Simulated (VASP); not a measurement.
Write the native input for VASP 6.6.1 that does the following.

```
Task                   : single point
Functional             : PBE
Potentials or basis    : VASP PAW PBE potentials, release 64 (Sn_d, H)
Cutoff                 : 520 eV
k mesh                 : 12 × 12 × 2
Occupations            : gaussian, width 0.1 eV
Spin                   : no spin polarisation
Dipole correction      : no
Further INCAR settings : ALGO = Normal; EDIFF = 1e-06; NBANDS = 25
```

The structure of SnH2 lies in POSCAR:

```
SnH2
1.0
    3.0381872731     -0.0004465410     -0.0002803464
   -1.5186268538      2.8411297261      0.0002193354
   -0.1802886605     -0.5005164664     17.3998456943
Sn H
2 4
Direct
    0.0164962973      0.0351912187      0.0005459979
    0.9820795267      0.9514628278      0.4994770652
    0.8959861351      0.9456099558      0.2349266930
    0.9746214938      0.0724266878      0.7346140811
    0.0999086528      0.0523477927      0.2651234569
    0.0309078943      0.9429615171      0.7653127058
```

The input as run:

INCAR

```
SYSTEM = SnH2
ALGO = Normal ; EDIFF = 1E-6
ENCUT = 520 ; GGA = PE
ISIF = 2 ; ISMEAR = 0
LASPH = .True. ; LCHARG = .False.
LREAL = .False. ; LWAVE = .False.
NBANDS = 25 ; NELM = 80
PREC = Accurate ; SIGMA = 0.1
```

KPOINTS

```
k-points
0
Gamma
  12 12 2
  0 0 0
```

Potentials or basis: VASP PAW PBE potentials, release 64 (Sn_d, H).

Run with:

```bash
$ cat potpaw_PBE.64/Sn_d/POTCAR potpaw_PBE.64/H/POTCAR > POTCAR
$ mpirun -np 1 vasp_std > vasp.out
```

Results of the run:

```json
{
 "Pressure": "-0.1 GPa",
 "Largest force": "0.010 eV/Å",
 "Band gap on the k mesh": "zero (bands 16 and 17 overlap by 1.91 eV)"
}
```

Caveat: spin-orbit coupling is left out, which moves the levels of the heavy elements.

It took 5.9 min on 1 thread of Intel(R) Xeon(R) Platinum 8175M CPU @ 2.50GHz (Skylake/Cascade Lake) (shared host), peak memory 0.58 GiB.
